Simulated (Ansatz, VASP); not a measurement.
Two plane-wave programs on TaN

INCAR

```
SYSTEM = TaN
PREC     = Accurate       ! precision mode
ENCUT    = 520            ! plane-wave cutoff, eV
EDIFF    = 1E-7           ! SCF threshold, eV
ISMEAR   = 0              ! smearing method
SIGMA    = 0.15           ! smearing width, eV
LREAL    = .FALSE.        ! projectors in reciprocal space
LASPH    = .TRUE.         ! aspherical terms in the spheres
NELM     = 100            ! most SCF steps
ALGO     = Normal         ! electronic algorithm
ISIF     = 2              ! what is computed and relaxed
LWAVE    = .FALSE.        ! write WAVECAR
LCHARG   = .TRUE.         ! write CHGCAR
GGA      = PE             ! functional
LELF     = .TRUE.         ! ELF
LVHAR    = .TRUE.       
NBANDS   = 15             ! bands
```

Contents of KPOINTS:

```
regular mesh
0
G
  18 18 18
  0 0 0
```

Contents of POSCAR:

```
TaN
1.0
    0.0000000000      2.1790000000      2.1790000000
    2.1790000000      0.0000000000      2.1790000000
    2.1790000000      2.1790000000      0.0000000000
Ta N
1 1
Direct
    0.5000000000      0.5000000000      0.5000000000
   -0.0143414410     -0.0143414410      0.0143414410
```

Input for Ansatz:

```yaml
crystal:
  lattice:
    - [0.0, 2.179, 2.179]
    - [2.179, 0.0, 2.179]
    - [2.179, 2.179, 0.0]
  atoms:
    - { symbol: Ta, position: [0.5, 0.5, 0.5] }
    - { symbol: "N", position: [-0.014341441, -0.014341441, 0.014341441] }
basis:
  ecutwfc: 420
kpoints:
  mp_grid: { grid: [18, 18, 18] }
hamiltonian:
  xc: pbe
scf:
  occupations: { method: gaussian, width: 0.15 }
output:
  forces: true
  stress: true
  eigenvalues: true
```

Change from the starting cell: all N atoms moved +0.062 Å, as atom 2 towards its neighbour atom 1 (Ta) at 2.179 Å.

Alike in both runs: task single point; functional PBE; k mesh 18 × 18 × 18; occupations gaussian, width 0.15 eV; no spin polarisation.

|  | VASP | Ansatz |
| --- | --- | --- |
| version | VASP 6.6.1 | Ansatz 0.2.0 |
| potentials or method | VASP PAW PBE potentials, release 64 (Ta_pv, N), cutoff 520 eV | scalar-relativistic, plane waves, PAW |
| valence electrons in the cell | 16 | 18 |

Ansatz gave:

```
gap on the k mesh at the Fermi level (eV)                     : none
pressure (GPa)                                                : 15.3
traceless stress, the component that is largest in VASP (GPa) : 1.43
rms of the force components (eV/Å)                            : 0.336
```

**Question.** Estimate VASP's values.

**Answer.** gap on the k mesh at the Fermi level (eV): none; pressure (GPa): 16.2; traceless stress, the component that is largest in VASP (GPa): 1.45; rms of the force components (eV/Å): 0.337.

Atom by atom the forces differ by 0.001 eV/Å (rms over components). A gap of «none» marks a metal or a gap that the smearing closes. VASP's potentials hold 16 valence electrons a cell and Ansatz's 18, so a difference there can come from the potentials and not from the codes.

Neither program's run includes spin-orbit coupling.
